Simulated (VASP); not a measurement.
# Ta (I4/mmm) in VASP: further runs

Ta is run at these levels: PBE; tasks: single point.

Program: VASP 6.6.1. These are calculated values, not measurements. Logs are shortened: lines on timing, memory, paths and dates and some standing lists are left out, and cuts for length are marked.

## (1) The cell of the first run

Symmetry: I4/mmm, No. 139, tetragonal system. Conventional cell: a = 3.295 Å, b = 3.295 Å, c = 3.385 Å, α = 90.00°, β = 90.00°, γ = 90.00°. Ta (site symmetry 4/mmm) has 14 Ta at 2.88 to 3.39 Å within 3.8 Å.

## (2) Single point, PBE

INCAR reads:

```
SYSTEM = Ta
ALGO = Fast ; EDIFF = 1E-7
ENCUT = 520 ; GGA = PE
ISIF = 2 ; ISMEAR = 0
LASPH = .True. ; LCHARG = .False.
LREAL = .False. ; LWAVE = .False.
NBANDS = 18 ; NELM = 100
PREC = Accurate ; SIGMA = 0.1
```

KPOINTS reads:

```
k-points
0
Gamma
  16 16 16
  0 0 0
```

POSCAR reads:

```
Ta
1.0
    3.3854436390      0.0000000000      0.0000000000
    0.0000000000      3.2952743658      0.0000000000
    0.0000000000      0.0000000000      3.2952743658
Ta
2
Direct
    0.0000000000      0.0000000000      0.0000000000
    0.5000000000      0.5000000000      0.5000000000
```

Potentials or basis: VASP PAW PBE potentials, release 64 (Ta_pv).

Run with:

```sh
$ cat potpaw_PBE.64/Ta_pv/POTCAR > POTCAR
$ mpirun -np 1 vasp_std > vasp.out
```

OUTCAR:

```text
SYSTEM = Ta
   EDIFF = 1E-7
   ENCUT = 520
   GGA = PE
   ISIF = 2
   ISMEAR = 0
   LASPH = .True.
   LREAL = .False.
   NELM = 100
   PREC = Accurate

 ion  position               nearest neighbor table
   1  0.000  0.000  0.000-   2 2.88   2 2.88   2 2.88   2 2.88   2 2.88   2 2.88   2 2.88   2 2.88

   2  0.500  0.500  0.500-   1 2.88   1 2.88   1 2.88   1 2.88   1 2.88   1 2.88   1 2.88   1 2.88

  LATTYP: Found a simple tetragonal cell.
 ALAT       =     3.2952743658
 C/A-ratio  =     1.0273632066

  Lattice vectors:

 A1 = (   0.0000000000,   3.2952743658,   0.0000000000)
 A2 = (   0.0000000000,   0.0000000000,   3.2952743658)
 A3 = (   3.3854436390,   0.0000000000,   0.0000000000)

Analysis of symmetry for initial positions (statically):
=====================================================================
 Subroutine PRICEL returns following result:

  LATTYP: Found a body centered tetragonal cell.
 ALAT       =     3.2952743658
 C/A-ratio  =     1.0273632066

  Lattice vectors:

 A1 = (  -1.6927218195,   1.6476371829,   1.6476371829)
 A2 = (  -1.6927218195,  -1.6476371829,  -1.6476371829)
 A3 = (   1.6927218195,  -1.6476371829,   1.6476371829)

   2 primitive cells build up your supercell.

 Routine SETGRP: Setting up the symmetry group for a
 simple tetragonal supercell.

 Subroutine GETGRP returns: Found 16 space group operations
 (whereof 16 operations were pure point group operations)
 out of a pool of 16 trial point group operations.

The static configuration has the point symmetry D_4h.

Analysis of symmetry for dynamics (positions and initial velocities):
=====================================================================
 Subroutine PRICEL returns following result:

  LATTYP: Found a body centered tetragonal cell.
 ALAT       =     3.2952743658
 C/A-ratio  =     1.0273632066

  Lattice vectors:

 A1 = (  -1.6927218195,   1.6476371829,   1.6476371829)
 A2 = (  -1.6927218195,  -1.6476371829,  -1.6476371829)
 A3 = (   1.6927218195,  -1.6476371829,   1.6476371829)

   2 primitive cells build up your supercell.

 Routine SETGRP: Setting up the symmetry group for a
 simple tetragonal supercell.

 Subroutine GETGRP returns: Found 16 space group operations
 (whereof 16 operations were pure point group operations)
 out of a pool of 16 trial point group operations.

The dynamic configuration has the point symmetry D_4h.

 Subroutine INISYM returns: Found 16 space group operations
 (whereof 16 operations are pure point group operations),
 and found     2 'primitive' translations

----------------------------------------------------------------------------------------

                                     Primitive cell

  volume of cell :      18.3810

  direct lattice vectors                    reciprocal lattice vectors
    -1.692721820  1.647637183  1.647637183    -0.295382262  0.000000000  0.303464868
    -1.692721820 -1.647637183 -1.647637183    -0.295382262 -0.303464868  0.000000000
     1.692721820 -1.647637183  1.647637183     0.000000000 -0.303464868  0.303464868

  length of vectors
     2.880056203  2.880056203  2.880056203     0.423487434  0.423487434  0.429164132

  position of ions in fractional coordinates (direct lattice)
     0.000000000  0.000000000  0.000000000

  ion indices of the primitive-cell ions
   primitive index   ion index
                 1           1

----------------------------------------------------------------------------------------

 KPOINTS: k-points

Automatic generation of k-mesh.
 Grid dimensions read from file:
 generate k-points for:   16   16   16

 Generating k-lattice:

  Cartesian coordinates                     Fractional coordinates (reciprocal lattice)
     0.018461391  0.000000000  0.000000000     0.062500000  0.000000000  0.000000000
     0.000000000  0.018966554  0.000000000     0.000000000  0.062500000  0.000000000
     0.000000000  0.000000000  0.018966554     0.000000000  0.000000000  0.062500000

  Length of vectors
     0.018461391  0.018966554  0.018966554

  Shift w.r.t. Gamma in fractional coordinates (k-lattice)
     0.000000000  0.000000000  0.000000000

 Subroutine IBZKPT returns following result:
 ===========================================

 Found    405 irreducible k-points:

 Following reciprocal coordinates:
            Coordinates               Weight
  0.000000  0.000000  0.000000      1.000000
  0.062500  0.000000  0.000000      2.000000
  0.125000  0.000000  0.000000      2.000000
  0.187500  0.000000  0.000000      2.000000
  0.250000  0.000000  0.000000      2.000000
  0.312500  0.000000  0.000000      2.000000
[... 16 lines left out ...]
  0.250000  0.125000  0.000000      8.000000
  0.312500  0.125000  0.000000      8.000000
 [... further k-points ...]
   k-points           NKPTS =    405   k-points in BZ     NKDIM =    405   number of bands    NBANDS=     18
   number of dos      NEDOS =    301   number of ions     NIONS =      2
   total plane-waves  NPLWV =  21952
   dimension x,y,z NGX =    28 NGY =   28 NGZ =   28
   dimension x,y,z NGXF=    56 NGYF=   56 NGZF=   56
   ions per type =               2
   NGX,Y,Z   is equivalent  to a cutoff of  13.75, 14.13, 14.13 a.u.
   NGXF,Y,Z  is equivalent  to a cutoff of  27.50, 28.25, 28.25 a.u.
 SYSTEM =  Ta
   PREC   = accura    normal or accurate (medium, high low for compatibility)
   ISTART =      0    job   : 0-new  1-cont  2-samecut
   ICHARG =      2    charge: 1-file 2-atom 10-const
   ISPIN  =      1    spin polarized calculation?
   LNONCOLLINEAR =      F non collinear calculations
   LSORBIT =      F    spin-orbit coupling
   LASPH  =      T    aspherical Exc in radial PAW
   ENCUT  =  520.0 eV  38.22 Ry    6.18 a.u.   6.29  6.13  6.13*2*pi/ulx,y,z
   NELM   =    100;   NELMIN=  2; NELMDL= -5     # of ELM steps
   EDIFF  = 0.1E-06   stopping-criterion for ELM
   LREAL  =      F    real-space projection
   EDIFFG = 0.1E-05   stopping-criterion for IOM
   NSW    =      0    number of steps for IOM
   IBRION =     -1    ionic relax: 0-MD 1-quasi-New 2-CG
   NFREE  =      0    steps in history (QN), initial steepest desc. (CG)
   ISIF   =      2    stress and relaxation
   ISYM   =      2    0-nonsym 1-usesym 2-fastsym
   POTIM  = 0.5000    time-step for ionic-motion
   TEBEG  =    0.0;   TEEND  =   0.0 temperature during run
   PSTRESS=    0.0 pullay stress
   NELECT =      22.0000    total number of electrons
   NUPDOWN=      -1.0000    fix difference up-down
   EMIN   =  10.00;   EMAX   =-10.00  energy-range for DOS
   EFERMI =   0.00;   METHOD = LEGACY
   ISMEAR =     0;   SIGMA  =   0.10  broadening in eV -4-tet -1-fermi 0-gaus
   EFERMI_NEDOS =   21; number of points for ismear=-14 and -15
   IALGO  =     68    algorithm
   IMIX   =      4    mixing-type and parameters
     AMIX     =   0.40;   BMIX     =  1.00
     AMIX_MAG =   1.60;   BMIX_MAG =  1.00
  volume/ion in A,a.u.               =      18.38       124.04
  Fermi-wavevector in a.u.,A,eV,Ry     =   1.379588  2.607044 25.895474  1.903264
  Thomas-Fermi vector in A             =   2.504544
   LORBIT       =      0    0 simple, 1 ext, 2 COOP (PROOUT), +10 PAW based schemes
   GGA     = PE    functional components
   LHFCALC =     F    Hartree Fock is set to
   AEXX    =    0.0000 exact exchange contribution
   IVDW    =     0    specifies the selected vdW correction
   LEPSILON=     F    determine dielectric tensor
   LRPA    =     F    only Hartree local field effects (RPA)
 non-spin polarized calculation
 RMM-DIIS sequential band-by-band and
 Gauss-broadening in eV      SIGMA  =   0.10
  energy-cutoff  :      520.00
  volume of cell :       36.76
 maximum number of plane-waves:      1012
 NGX is ok and might be reduce to    28
   NGX = 13   NGY = 13   NGZ = 13

 number of electron      22.0000000 magnetization

 Free energy of the ion-electron system (eV)
  ---------------------------------------------------
  ext. energy  EPLUGINS =         0.00000000
  ---------------------------------------------------
  free energy    TOTEN  =       -23.62445463 eV

  energy without entropy =      -23.60973859  energy(sigma->0) =      -23.61709661

 E-fermi :   5.3217     XC(G=0): -12.5150

 val. band max:        5.3214638867   @ k =   0.1875   0.5000   0.0625
 cond. band min:       5.3219998948   @ k =   0.4375   0.4375   0.2500
 fundamental gap:      0.0005360081
 Fermi energy:         5.3216701437

 k-point     1 :       0.0000    0.0000    0.0000
  band No.  band energies     occupation
      1     -28.6405      2.00000
      2     -28.5774      2.00000
      3     -28.5774      2.00000
      4     -27.8351      2.00000
      5     -27.8306      2.00000
      6     -27.8306      2.00000
[... 10 lines left out ...]
     17      12.0300      0.00000
     18      13.3384      0.00000

 k-point     2 :       0.0625    0.0000    0.0000
  band No.  band energies     occupation
      1     -28.6393      2.00000
      2     -28.5701      2.00000
      3     -28.5701      2.00000
      4     -27.8501      2.00000
      5     -27.8377      2.00000
      6     -27.8377      2.00000
[... 10 lines left out ...]
     17      11.8386      0.00000
     18      13.0532      0.00000

 k-point     3 :       0.1250    0.0000    0.0000
  band No.  band energies     occupation
      1     -28.6348      2.00000
      2     -28.5485      2.00000
      3     -28.5485      2.00000
      4     -27.8934      2.00000
      5     -27.8584      2.00000
      6     -27.8584      2.00000
[... 10 lines left out ...]
     17      11.5980      0.00000
     18      12.3455      0.00000

 k-point     4 :       0.1875    0.0000    0.0000
  band No.  band energies     occupation
      1     -28.6253      2.00000
      2     -28.5135      2.00000
      3     -28.5135      2.00000
      4     -27.9608      2.00000
      5     -27.8922      2.00000
      6     -27.8922      2.00000
[... 375 lines left out ...]
      4     -28.0918      2.00000
      5     -27.9138      2.00000
      6     -27.8405      2.00000
[... 10 lines left out ...]
     17      12.0158      0.00000
     18      12.8882      0.00000

 k-point    23 :       0.2500    0.1250    0.0000
  band No.  band energies     occupation
      1     -28.6848      2.00000
      2     -28.4441      2.00000
      3     -28.3750      2.00000
      4     -28.1877      2.00000
      5     -27.9556      2.00000
      6     -27.8654      2.00000
[... 10 lines left out ...]
     17      11.6953      0.00000
     18      11.9612      0.00000

 k-point    24 :       0.3125    0.1250    0.0000
  band No.  band energies     occupation
      1     -28.6761      2.00000
      2     -28.3907      2.00000
      3     -28.3060      2.00000
      4     -28.2874      2.00000
      5     -28.0068      2.00000
      6     -27.9054      2.00000
[... 10 lines left out ...]
     17      11.1012      0.00000
     18      11.2318      0.00000

 [... further k-points ...]

------------------------ aborting loop because EDIFF is reached ----------------------------------------

  FORCE on cell =-STRESS in cart. coord.  units (eV):
  Direction    XX          YY          ZZ          XY          YZ          ZX
  --------------------------------------------------------------------------------------
  -------------------------------------------------------------------------------------
  Total       -0.5829787      0.0178817      0.0178817     -0.0000000      0.0000000      0.0000000
  in kB      -25.4076525      0.7793300      0.7793300     -0.0000000      0.0000000      0.0000000
  external PRESSURE =      -7.9496642 kB  Pullay stress =       0.0000000 kB

 VOLUME and BASIS-vectors are now :
 -----------------------------------------------------------------------------
  energy-cutoff  :      520.00
  volume of cell :       36.76
      direct lattice vectors                 reciprocal lattice vectors
     3.385443639  0.000000000  0.000000000     0.295382262  0.000000000  0.000000000
     0.000000000  3.295274366  0.000000000     0.000000000  0.303464868  0.000000000
     0.000000000  0.000000000  3.295274366     0.000000000  0.000000000  0.303464868

 POSITION                                       TOTAL-FORCE (eV/Angst)
 -----------------------------------------------------------------------------------
      0.00000      0.00000      0.00000         0.000000     -0.000000     -0.000000
      1.69272      1.64764      1.64764         0.000000      0.000000      0.000000
 -----------------------------------------------------------------------------------
    total drift:                                0.000000      0.000000      0.000000

  FREE ENERGIE OF THE ION-ELECTRON SYSTEM (eV)
  ---------------------------------------------------
  free  energy   TOTEN  =       -23.6244546323 eV

  energy  without entropy=      -23.6097385948  energy(sigma->0) =      -23.61709661
```

Wall time 2.8 min (1 thread of Intel Xeon 6975P-C (Granite Rapids), shared host); peak memory 0.33 GiB.

What came out:

| Property | Result |
| --- | --- |
| Free energy | -23.6245 eV |
| Pressure | -0.8 GPa |
| Band gap on the k mesh | zero (band 11 reaches 6.95 eV, above the bottom of band 12 at 4.16 eV) |

Caveat: spin-orbit coupling is left out, which moves the levels of the heavy elements.

## (3) Single point, PBE (uniaxial strain along a: +2.0 %)

INCAR: that of step 2 with these lines changed.

```diff
@@ -1,3 +1,3 @@
 SYSTEM = Ta
-ALGO = Fast ; EDIFF = 1E-7
+ALGO = Fast ; EDIFF = 1E-6
 ENCUT = 520 ; GGA = PE
```

KPOINTS is that of step 2.

POSCAR reads:

```
Ta
1.0
    3.3854436390      0.0000000000      0.0000000000
    0.0000000000      3.3024670792      0.0000000000
    0.0000000000      0.0000000000      3.3024670792
Ta
2
Direct
    0.0000000000      0.0000000000      0.0000000000
    0.5000000000      0.5000000000      0.5000000000
```

Potentials or basis: VASP PAW PBE potentials, release 64 (Ta_pv).

Run with:

```sh
$ cat potpaw_PBE.64/Ta_pv/POTCAR > POTCAR
$ mpirun -np 1 vasp_std > vasp.out
```

Wall time 2.1 min (1 thread of Intel Xeon 6975P-C (Granite Rapids), shared host); peak memory 0.33 GiB.

Results (log left out):

```yaml
Free_energy: -23.6241 eV
Pressure: -1.6 GPa
Band_gap_on_the_k_mesh: zero (band 11 reaches 6.89 eV, above the bottom of band 12 at 4.12 eV)
```

Stress tensor (GPa, compression positive):
```
-3.22  0.00  0.00
 0.00 -0.86  0.00
 0.00  0.00 -0.86
```

Levels at points of the mesh, in eV from the Fermi level:
| k point | band 7 | band 8 | band 9 | band 10 | band 11 | band 12 | band 13 | band 14 | band 15 | band 16 |
| --- | --- | --- | --- | --- | --- | --- | --- | --- | --- | --- |
| (0.00, 0.00, 0.00) | -7.82 | -3.69 | -3.62 | 0.64 | 0.64 | 0.94 | 3.71 | 4.12 | 6.57 | 6.67 |
| (0.50, 0.00, 0.00) | -3.81 | -3.81 | -0.92 | -0.92 | 1.36 | 1.36 | 1.36 | 1.36 | 3.23 | 3.23 |
| (0.00, 0.50, 0.00) | -3.65 | -3.65 | -0.83 | -0.83 | 1.05 | 1.05 | 1.30 | 1.30 | 3.08 | 3.08 |
| (0.50, 0.50, 0.00) | -4.27 | -4.27 | -1.36 | -1.36 | 1.42 | 1.42 | 3.61 | 3.61 | 4.76 | 4.76 |
| (0.00, 0.50, 0.50) | -4.25 | -4.25 | -1.67 | -1.67 | 1.60 | 1.60 | 4.06 | 4.06 | 4.92 | 4.92 |
| (0.50, 0.50, 0.50) | -1.30 | -1.30 | -1.17 | -1.17 | -1.17 | -1.17 | 4.80 | 4.80 | 5.06 | 5.06 |

Caveat: the cell differs from its parent crystal (uniaxial strain along a: +2.0 %); spin-orbit coupling is left out, which moves the levels of the heavy elements.

## (4) Single point, PBE (uniaxial strain along a: +4.0 %, then relaxed in part)

INCAR reads:

```
SYSTEM = Ta
ALGO = Fast ; EDIFF = 1E-6
ENCUT = 520 ; GGA = PE
ISIF = 2 ; ISMEAR = 0
LASPH = .TRUE. ; LCHARG = .FALSE.
LREAL = .FALSE. ; LWAVE = .FALSE.
NBANDS = 18 ; NELM = 60
PREC = Accurate ; SIGMA = 0.1
```

KPOINTS reads:

```
k-points
0
G
  16 16 16
  0 0 0
```

POSCAR reads:

```
Ta
1.0
    3.4518248868      0.0000000000      0.0000000000
    0.0000000000      3.2726781328      0.0000000000
    0.0000000000      0.0000000000      3.2726781328
Ta
2
Direct
    0.0000000000      0.0000000000      0.0000000000
    0.5000000000      0.5000000000      0.5000000000
```

Run with:

```sh
$ cat potpaw_PBE.64/Ta_pv/POTCAR > POTCAR
$ mpirun -np 1 vasp_std > vasp.out
```

It took 80 s on 1 thread of Intel Xeon 6975P-C (Granite Rapids), shared host; peak memory 0.32 GiB.

The run converged. Its results:

* Free energy: -23.6071 eV
* Pressure: -1.7 GPa
* Band gap on the k mesh: zero (band 11 reaches 7.01 eV, above the bottom of band 12 at 4.16 eV)

Stress tensor (GPa, compression positive):
```
-5.22  0.00  0.00
 0.00  0.06  0.00
 0.00  0.00  0.06
```

Levels at points of the mesh, in eV from the Fermi level:
```csv
k point,band 9,band 10,band 11,band 12,band 13,band 14
"(0.00, 0.00, 0.00)",-3.58,0.54,0.54,1.17,3.45,4.31
"(0.50, 0.00, 0.00)",-0.98,-0.98,1.49,1.49,1.49,1.49
"(0.00, 0.50, 0.00)",-0.81,-0.81,0.84,0.84,1.36,1.36
"(0.50, 0.50, 0.00)",-1.23,-1.23,1.35,1.35,3.33,3.33
"(0.00, 0.50, 0.50)",-1.89,-1.89,1.72,1.72,4.35,4.35
"(0.50, 0.50, 0.50)",-1.12,-1.12,-1.12,-1.12,4.56,4.56
```

Caveat: the cell differs from its parent crystal (uniaxial strain along a: +4.0 %, then relaxed in part); spin-orbit coupling is left out, which moves the levels of the heavy elements.

## (5) Summary

| cell | further INCAR settings | gap on the mesh (eV) | pressure (GPa) |
| --- | --- | --- | --- |
| a = 3.385, b = 3.295, c = 3.295 Å, 2 atoms | ALGO = Fast; EDIFF = 1e-07; NBANDS = 18 | none | -0.8 |
| a = 3.385, b = 3.302, c = 3.302 Å, 2 atoms | ALGO = Fast; EDIFF = 1e-06; NBANDS = 18 | none | -1.6 |
| a = 3.452, b = 3.273, c = 3.273 Å, 2 atoms | ALGO = Fast; EDIFF = 1e-06; NBANDS = 18 | none | -1.7 |

Alike in all rows: task single point; level PBE; potentials or basis VASP PAW PBE potentials, release 64 (Ta_pv); no spin polarisation; k mesh 16 × 16 × 16; cutoff (eV) 520; smearing gaussian 0.1 eV.

Caveats: spin-orbit coupling is left out, which moves the levels of the heavy elements.

Total energies depend on the potentials used, so only differences within one code and one set of settings carry meaning.
